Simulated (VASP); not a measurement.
# Na12Cl in VASP: further runs

Na12Cl is run at these levels: PBE; tasks: single point.

Program: VASP 6.6.1. These are calculated values, not measurements. Logs are shortened: lines on timing, memory, paths and dates and some standing lists are left out, and cuts for length are marked.

### Step 1. The cell of the first run

The cell holds a slab with vacuum, 13 atoms: a = 8.391 Å, b = 8.391 Å, c = 19.695 Å, α = 90.00°, β = 90.00°, γ = 90.00°.

### Step 2. Single point, PBE

The input, INCAR:

```
ALGO = Normal ; DIPOL = 0.5 0.5 0.322
EDIFF = 1E-7 ; ENCUT = 520
GGA = PE ; IDIPOL = 3
ISIF = 2 ; ISMEAR = 0
LASPH = T ; LCHARG = T
LDIPOL = T ; LELF = T
LREAL = F ; LVACPOTAV = T
LVHAR = T ; LWAVE = F
NBANDS = 58 ; NELM = 60
PREC = Accurate ; SIGMA = 0.1
```

The input, KPOINTS:

```
k-points
0
Gamma
  3 3 1
```

The input, POSCAR:

```
Na12Cl
1.0
    8.3906381142      0.0000000000      0.0000000000
    0.0000000000      8.3906381142      0.0000000000
    0.0000000000      0.0000000000     19.6953190567
Na Cl
12 1
Direct
    0.2500000000      0.2500000000      0.2030939427
    0.2500000000      0.7500000000      0.2030939427
    0.7500000000      0.2500000000      0.2030939427
    0.7500000000      0.7500000000      0.2030939427
    0.0000000000      0.0000000000      0.3095994287
    0.0000000000      0.5000000000      0.3095994287
    0.5000000000      0.0000000000      0.3095994287
    0.5000000000      0.5000000000      0.3095994287
    0.2500000000      0.2500000000      0.4161049147
    0.2500000000      0.7500000000      0.4161049147
    0.7500000000      0.2500000000      0.4161049147
    0.7500000000      0.7500000000      0.4161049147
    0.4000000000      0.4500000000      0.4770340212
```

Potentials or basis: VASP PAW PBE potentials, release 64 (Na_pv, Cl).

On the command line:

```bash
> cat potpaw_PBE.64/Na_pv/POTCAR potpaw_PBE.64/Cl/POTCAR > POTCAR
> mpirun -np 1 vasp_std > vasp.out
```

OUTCAR:

```text
EDIFF = 1E-7
   ENCUT = 520
   GGA = PE
   ISIF = 2
   ISMEAR = 0
   LASPH = T
   LREAL = F
   NELM = 60
   PREC = Accurate

 ion  position               nearest neighbor table
   1  0.250  0.250  0.203-
   2  0.250  0.750  0.203-
   3  0.750  0.250  0.203-
   4  0.750  0.750  0.203-
   5  0.000  0.000  0.310-
   6  0.000  0.500  0.310-
   7  0.500  0.000  0.310-
   8  0.500  0.500  0.310-
   9  0.250  0.250  0.416-  13 2.42
  10  0.250  0.750  0.416-
  11  0.750  0.250  0.416-
  12  0.750  0.750  0.416-
  13  0.400  0.450  0.477-   9 2.42

  LATTYP: Found a simple tetragonal cell.
 ALAT       =     8.3906381142
 C/A-ratio  =     2.3472969265

  Lattice vectors:

 A1 = (   8.3906381142,   0.0000000000,   0.0000000000)
 A2 = (   0.0000000000,   8.3906381142,   0.0000000000)
 A3 = (   0.0000000000,   0.0000000000,  19.6953190567)

Analysis of symmetry for initial positions (statically):
=====================================================================
 Subroutine PRICEL returns:
 Original cell was already a primitive cell.

 Routine SETGRP: Setting up the symmetry group for a
 simple tetragonal supercell.

 Subroutine GETGRP returns: Found  1 space group operations
 (whereof  1 operations were pure point group operations)
 out of a pool of 16 trial point group operations.

The static configuration has the point symmetry C_1 .

Analysis of symmetry for dynamics (positions and initial velocities):
=====================================================================
 Subroutine PRICEL returns:
 Original cell was already a primitive cell.

 Routine SETGRP: Setting up the symmetry group for a
 simple tetragonal supercell.

 Subroutine GETGRP returns: Found  1 space group operations
 (whereof  1 operations were pure point group operations)
 out of a pool of 16 trial point group operations.

The dynamic configuration has the point symmetry C_1 .

 Subroutine INISYM returns: Found  1 space group operations
 (whereof  1 operations are pure point group operations),
 and found     1 'primitive' translations

----------------------------------------------------------------------------------------

                                     Primitive cell

  volume of cell :    1386.6058

  direct lattice vectors                    reciprocal lattice vectors
     8.390638114  0.000000000  0.000000000     0.119180447  0.000000000  0.000000000
     0.000000000  8.390638114  0.000000000     0.000000000  0.119180447  0.000000000
     0.000000000  0.000000000 19.695319057     0.000000000  0.000000000  0.050773486

  length of vectors
     8.390638114  8.390638114 19.695319057     0.119180447  0.119180447  0.050773486

  position of ions in fractional coordinates (direct lattice)
     0.250000000  0.250000000  0.203093943
     0.250000000  0.750000000  0.203093943
     0.750000000  0.250000000  0.203093943
     0.750000000  0.750000000  0.203093943
     0.000000000  0.000000000  0.309599429
     0.000000000  0.500000000  0.309599429
     0.500000000  0.000000000  0.309599429
     0.500000000  0.500000000  0.309599429
     0.250000000  0.250000000  0.416104915
     0.250000000  0.750000000  0.416104915
     0.750000000  0.250000000  0.416104915
     0.750000000  0.750000000  0.416104915
     0.400000000  0.450000000  0.477034021

  ion indices of the primitive-cell ions
   primitive index   ion index
                 1           1
                 2           2
                 3           3
                 4           4
                 5           5
                 6           6
                 7           7
                 8           8
                 9           9
                10          10
                11          11
                12          12
                13          13

----------------------------------------------------------------------------------------

 KPOINTS: k-points

Automatic generation of k-mesh.
 Grid dimensions read from file:
 generate k-points for:    3    3    1

 Generating k-lattice:

  Cartesian coordinates                     Fractional coordinates (reciprocal lattice)
     0.039726816  0.000000000  0.000000000     0.333333333  0.000000000  0.000000000
     0.000000000  0.039726816  0.000000000     0.000000000  0.333333333  0.000000000
     0.000000000  0.000000000  0.050773486     0.000000000  0.000000000  1.000000000

  Length of vectors
     0.039726816  0.039726816  0.050773486

  Shift w.r.t. Gamma in fractional coordinates (k-lattice)
     0.000000000  0.000000000  0.000000000

 Subroutine IBZKPT returns following result:
 ===========================================

 Found      5 irreducible k-points:

 Following reciprocal coordinates:
            Coordinates               Weight
  0.000000  0.000000  0.000000      1.000000
  0.333333  0.000000  0.000000      2.000000
  0.000000  0.333333  0.000000      2.000000
  0.333333  0.333333  0.000000      2.000000
 -0.333333  0.333333  0.000000      2.000000
   k-points           NKPTS =      5   k-points in BZ     NKDIM =      5   number of bands    NBANDS=     58
   number of dos      NEDOS =    301   number of ions     NIONS =     13
   total plane-waves  NPLWV = 614400
   dimension x,y,z NGX =    64 NGY =   64 NGZ =  150
   dimension x,y,z NGXF=   128 NGYF=  128 NGZF=  300
   ions per type =              12   1
   NGX,Y,Z   is equivalent  to a cutoff of  12.68, 12.68, 12.66 a.u.
   NGXF,Y,Z  is equivalent  to a cutoff of  25.36, 25.36, 25.32 a.u.
 SYSTEM =  unknown system
   PREC   = accura    normal or accurate (medium, high low for compatibility)
   ISTART =      0    job   : 0-new  1-cont  2-samecut
   ICHARG =      2    charge: 1-file 2-atom 10-const
   ISPIN  =      1    spin polarized calculation?
   LNONCOLLINEAR =      F non collinear calculations
   LSORBIT =      F    spin-orbit coupling
   LASPH  =      T    aspherical Exc in radial PAW
   ENCUT  =  520.0 eV  38.22 Ry    6.18 a.u.  15.60 15.60 36.62*2*pi/ulx,y,z
   NELM   =     60;   NELMIN=  2; NELMDL= -5     # of ELM steps
   EDIFF  = 0.1E-06   stopping-criterion for ELM
   LREAL  =      F    real-space projection
   EDIFFG = 0.1E-05   stopping-criterion for IOM
   NSW    =      0    number of steps for IOM
   IBRION =     -1    ionic relax: 0-MD 1-quasi-New 2-CG
   NFREE  =      0    steps in history (QN), initial steepest desc. (CG)
   ISIF   =      2    stress and relaxation
   ISYM   =      2    0-nonsym 1-usesym 2-fastsym
   POTIM  = 0.5000    time-step for ionic-motion
   TEBEG  =    0.0;   TEEND  =   0.0 temperature during run
   PSTRESS=    0.0 pullay stress
   NELECT =      91.0000    total number of electrons
   NUPDOWN=      -1.0000    fix difference up-down
   EMIN   =  10.00;   EMAX   =-10.00  energy-range for DOS
   EFERMI =   0.00;   METHOD = LEGACY
   ISMEAR =     0;   SIGMA  =   0.10  broadening in eV -4-tet -1-fermi 0-gaus
   EFERMI_NEDOS =   21; number of points for ismear=-14 and -15
   IALGO  =     38    algorithm
   IMIX   =      4    mixing-type and parameters
     AMIX     =   0.40;   BMIX     =  1.00
     AMIX_MAG =   1.60;   BMIX_MAG =  1.00
  volume/ion in A,a.u.               =     106.66       719.79
  Fermi-wavevector in a.u.,A,eV,Ry     =   0.660345  1.247871  5.932897  0.436056
  Thomas-Fermi vector in A             =   1.732764
   LORBIT       =      0    0 simple, 1 ext, 2 COOP (PROOUT), +10 PAW based schemes
   GGA     = PE    functional components
   LHFCALC =     F    Hartree Fock is set to
   AEXX    =    0.0000 exact exchange contribution
   IVDW    =     0    specifies the selected vdW correction
   LEPSILON=     F    determine dielectric tensor
   LRPA    =     F    only Hartree local field effects (RPA)
 non-spin polarized calculation
 Gauss-broadening in eV      SIGMA  =   0.10
  energy-cutoff  :      520.00
  volume of cell :     1386.61
 maximum number of plane-waves:     37361
 NGX is ok and might be reduce to    64
   NGX = 31   NGY = 31   NGZ = 73

 number of electron      91.0000121 magnetization

 dipolmoment           0.000000      0.000000      0.192702 electrons x Angstroem

 Free energy of the ion-electron system (eV)
  ---------------------------------------------------
  ext. energy  EPLUGINS =         0.00000000
  ---------------------------------------------------
  free energy    TOTEN  =       -18.53658765 eV

  energy without entropy =      -18.50260451  energy(sigma->0) =      -18.51959608

 E-fermi :  -1.6880     XC(G=0):  -2.9564

 val. band max:       -1.7298904806   @ k =   0.3333   0.0000   0.0000
 cond. band min:      -1.6108095639   @ k =  -0.3333   0.3333   0.0000
 fundamental gap:      0.1190809167
 Fermi energy:        -1.6880111928

 k-point     1 :       0.0000    0.0000    0.0000
  band No.  band energies     occupation
      1     -27.0893      2.00000
      2     -27.0758      2.00000
      3     -27.0671      2.00000
      4     -27.0554      2.00000
      5     -27.0455      2.00000
      6     -27.0408      2.00000
[... 49 lines left out ...]
     56       0.4713      0.00000
     57       0.7973      0.00000

 k-point     2 :       0.3333    0.0000    0.0000
  band No.  band energies     occupation
      1     -27.0893      2.00000
      2     -27.0758      2.00000
      3     -27.0671      2.00000
      4     -27.0553      2.00000
      5     -27.0455      2.00000
      6     -27.0408      2.00000
[... 49 lines left out ...]
     56       0.5685      0.00000
     57       0.9459      0.00000

 k-point     3 :       0.0000    0.3333    0.0000
  band No.  band energies     occupation
      1     -27.0893      2.00000
      2     -27.0757      2.00000
      3     -27.0671      2.00000
      4     -27.0554      2.00000
      5     -27.0456      2.00000
      6     -27.0410      2.00000
[... 49 lines left out ...]
     56       0.5679      0.00000
     57       0.9247      0.00000

 k-point     4 :       0.3333    0.3333    0.0000
  band No.  band energies     occupation
      1     -27.0893      2.00000
      2     -27.0757      2.00000
      3     -27.0671      2.00000
      4     -27.0554      2.00000
      5     -27.0455      2.00000
      6     -27.0409      2.00000
[... 49 lines left out ...]
     56       0.7926      0.00000
     57       0.9383      0.00000

 k-point     5 :      -0.3333    0.3333    0.0000
  band No.  band energies     occupation
      1     -27.0893      2.00000
      2     -27.0757      2.00000
      3     -27.0671      2.00000
      4     -27.0554      2.00000
      5     -27.0455      2.00000
      6     -27.0409      2.00000
[... 49 lines left out ...]
     56       0.7861      0.00000
     57       0.9286      0.00000
 [bands above 57 left out]

------------------------ aborting loop because EDIFF is reached ----------------------------------------

  FORCE on cell =-STRESS in cart. coord.  units (eV):
  Direction    XX          YY          ZZ          XY          YZ          ZX
  --------------------------------------------------------------------------------------
  -------------------------------------------------------------------------------------
  Total       -1.7726858     -1.6966991     -0.6020573      0.9945610      0.9486245      0.7419989
  in kB       -2.0482801     -1.9604800     -0.6956574      1.1491826      1.0961044      0.8573554
  external PRESSURE =      -1.5681391 kB  Pullay stress =       0.0000000 kB

 VOLUME and BASIS-vectors are now :
 -----------------------------------------------------------------------------
  energy-cutoff  :      520.00
  volume of cell :     1386.61
      direct lattice vectors                 reciprocal lattice vectors
     8.390638114  0.000000000  0.000000000     0.119180447  0.000000000  0.000000000
     0.000000000  8.390638114  0.000000000     0.000000000  0.119180447  0.000000000
     0.000000000  0.000000000 19.695319057     0.000000000  0.000000000  0.050773486

 POSITION                                       TOTAL-FORCE (eV/Angst)
 -----------------------------------------------------------------------------------
      2.09766      2.09766      4.00000        -0.002354      0.004348      0.036651
      2.09766      6.29298      4.00000        -0.012599     -0.006392      0.044885
      6.29298      2.09766      4.00000        -0.001028     -0.020506      0.043336
      6.29298      6.29298      4.00000         0.009333      0.018479      0.034513
      0.00000      0.00000      6.09766        -0.009729     -0.007942     -0.006877
      0.00000      4.19532      6.09766        -0.052693      0.007400     -0.054750
      4.19532      0.00000      6.09766         0.011694     -0.030425     -0.048168
      4.19532      4.19532      6.09766        -0.016752     -0.008530      0.058210
      2.09766      2.09766      8.19532        -0.388651     -0.508743     -0.260590
      2.09766      6.29298      8.19532         0.087513     -0.199100      0.130685
      6.29298      2.09766      8.19532        -0.096238      0.041293      0.037518
      6.29298      6.29298      8.19532        -0.006150      0.003241     -0.022447
      3.35626      3.77579      9.39534         0.477656      0.706877      0.007034
 -----------------------------------------------------------------------------------
    total drift:                                0.000181     -0.000137      0.003580

  FREE ENERGIE OF THE ION-ELECTRON SYSTEM (eV)
  ---------------------------------------------------
  free  energy   TOTEN  =       -18.5365876504 eV

  energy  without entropy=      -18.5026045109  energy(sigma->0) =      -18.51959608

 vacuum level on the upper side and lower side of the slab         1.462         0.966
```

Run time: 13 min. Hardware: 1 thread of Intel Xeon Platinum 8488C (Sapphire Rapids), shared host; peak memory 1.2 GiB.

What came out:

| Quantity | Value |
| --- | --- |
| Free energy | -18.5366 eV |
| Largest force | 0.853 eV/Å |
| Band gap on the k mesh | zero (an odd number of electrons rules out a gap without spin polarisation) |

Forces on the atoms (eV/Å):
```
Na  -0.002  0.004  0.037
Na  -0.013 -0.006  0.045
Na  -0.001 -0.021  0.043
Na   0.009  0.018  0.035
Na  -0.010 -0.008 -0.007
Na  -0.053  0.007 -0.055
Na   0.012 -0.030 -0.048
Na  -0.017 -0.009  0.058
Na  -0.389 -0.509 -0.261
Na   0.088 -0.199  0.131
Na  -0.096  0.041  0.038
Na  -0.006  0.003 -0.022
Cl   0.478  0.707  0.007
```

### Step 3. Single point, PBE

The input, INCAR:

```
  PREC = Accurate
  ENCUT = 520
  EDIFF = 1E-7
  ISMEAR = 0
  SIGMA = 0.1
  LREAL = False
  LASPH = True
  NELM = 100
  ALGO = Normal
  ISIF = 2
  LWAVE = False
  LCHARG = True
  LDIPOL = True
  IDIPOL = 3
  DIPOL = 0.5 0.5 0.326
  GGA = PE
  LELF = True
  LVHAR = True
  LVACPOTAV = True
  NBANDS = 58
```

The input, KPOINTS:

```
Automatic mesh
0
Gamma
  3 3 1
```

POSCAR, as its differences from that of step 2:

```diff
@@ -20,2 +20,2 @@
     0.7500000000      0.7500000000      0.4161049147
-    0.4000000000      0.4500000000      0.4770340212
+    0.3000000000      0.4000000000      0.5187380186
```

Potentials or basis: VASP PAW PBE potentials, release 64 (Na_pv, Cl).

On the command line:

```bash
> cat potpaw_PBE.64/Na_pv/POTCAR potpaw_PBE.64/Cl/POTCAR > POTCAR
> mpirun -np 1 vasp_std > vasp.out
```

OUTCAR:

```text
PREC = Accurate
   ENCUT = 520
   EDIFF = 1E-7
   ISMEAR = 0
   LREAL = False
   LASPH = True
   NELM = 100
   ISIF = 2
   GGA = PE

 ion  position               nearest neighbor table
   1  0.250  0.250  0.203-
   2  0.250  0.750  0.203-
   3  0.750  0.250  0.203-
   4  0.750  0.750  0.203-
   5  0.000  0.000  0.310-
   6  0.000  0.500  0.310-
   7  0.500  0.000  0.310-
   8  0.500  0.500  0.310-
   9  0.250  0.250  0.416-  13 2.42
  10  0.250  0.750  0.416-
  11  0.750  0.250  0.416-
  12  0.750  0.750  0.416-
  13  0.300  0.400  0.519-   9 2.42

  LATTYP: Found a simple tetragonal cell.
 ALAT       =     8.3906381142
 C/A-ratio  =     2.3472969265

  Lattice vectors:

 A1 = (   8.3906381142,   0.0000000000,   0.0000000000)
 A2 = (   0.0000000000,   8.3906381142,   0.0000000000)
 A3 = (   0.0000000000,   0.0000000000,  19.6953190567)

[... 192 lines left out ...]
      5     -27.3575      2.00000
      6     -27.3533      2.00000
[... 289 lines left out ...]
     56       0.6262      0.00000
     57       0.7009      0.00000
 [bands above 57 left out]

------------------------ aborting loop because EDIFF is reached ----------------------------------------

  FORCE on cell =-STRESS in cart. coord.  units (eV):
  Direction    XX          YY          ZZ          XY          YZ          ZX
  --------------------------------------------------------------------------------------
  -------------------------------------------------------------------------------------
  Total       -1.9257474     -2.1655398     -0.2849401      0.2455820      1.0742386      0.2899970
  in kB       -2.2251378     -2.5022100     -0.3292390      0.2837619      1.2412474      0.3350819
  external PRESSURE =      -1.6855289 kB  Pullay stress =       0.0000000 kB

 VOLUME and BASIS-vectors are now :
 -----------------------------------------------------------------------------
  energy-cutoff  :      520.00
  volume of cell :     1386.61
      direct lattice vectors                 reciprocal lattice vectors
     8.390638114  0.000000000  0.000000000     0.119180447  0.000000000  0.000000000
     0.000000000  8.390638114  0.000000000     0.000000000  0.119180447  0.000000000
     0.000000000  0.000000000 19.695319057     0.000000000  0.000000000  0.050773486

 POSITION                                       TOTAL-FORCE (eV/Angst)
 -----------------------------------------------------------------------------------
      2.09766      2.09766      4.00000        -0.000325      0.003830      0.046270
      2.09766      6.29298      4.00000        -0.004946     -0.005224      0.048907
      6.29298      2.09766      4.00000        -0.000481     -0.017186      0.042097
      6.29298      6.29298      4.00000         0.004408      0.016364      0.022110
      0.00000      0.00000      6.09766        -0.015881     -0.018111     -0.034985
      0.00000      4.19532      6.09766        -0.037805      0.012754     -0.060744
      4.19532      0.00000      6.09766         0.015471     -0.025912     -0.047210
      4.19532      4.19532      6.09766         0.024150      0.012280     -0.051433
      2.09766      2.09766      8.19532        -0.095203     -0.276241     -0.239829
      2.09766      6.29298      8.19532         0.028710     -0.231010      0.230419
      6.29298      2.09766      8.19532        -0.044034      0.010633      0.059323
      6.29298      6.29298      8.19532        -0.000297      0.010890     -0.017518
      2.51719      3.35626     10.21671         0.126233      0.506934      0.002591
 -----------------------------------------------------------------------------------
    total drift:                                0.000093      0.000036      0.002864

  FREE ENERGIE OF THE ION-ELECTRON SYSTEM (eV)
  ---------------------------------------------------
  free  energy   TOTEN  =       -18.0444894062 eV

  energy  without entropy=      -18.0185057720  energy(sigma->0) =      -18.03149759

 vacuum level on the upper side and lower side of the slab         2.135         0.675
```

Run time: 14 min. Hardware: 1 thread of Intel Xeon Platinum 8488C (Sapphire Rapids), shared host; peak memory 1.1 GiB.

What came out:

| Property | Result |
| --- | --- |
| Free energy | -18.0445 eV |
| Largest force | 0.522 eV/Å |
| Band gap on the k mesh | zero (an odd number of electrons rules out a gap without spin polarisation) |

Forces in eV/Å, atoms in the order of the input:
```
Na   0.000  0.004  0.046
Na  -0.005 -0.005  0.049
Na   0.000 -0.017  0.042
Na   0.004  0.016  0.022
Na  -0.016 -0.018 -0.035
Na  -0.038  0.013 -0.061
Na   0.015 -0.026 -0.047
Na   0.024  0.012 -0.051
Na  -0.095 -0.276 -0.240
Na   0.029 -0.231  0.230
Na  -0.044  0.011  0.059
Na   0.000  0.011 -0.018
Cl   0.126  0.507  0.003
```

Levels at points of the mesh, in eV from the Fermi level:
```tsv
k point	band 42	band 43	band 44	band 45	band 46	band 47	band 48	band 49	band 50	band 51
(0.00, 0.00, 0.00)	-1.05	-0.56	-0.50	-0.39	-0.35	0.70	0.97	1.04	1.08	1.23
```

(Part 1 of 2 ends here.)

The gap in the log of VASP goes by the Fermi energy; the results here count the filled bands.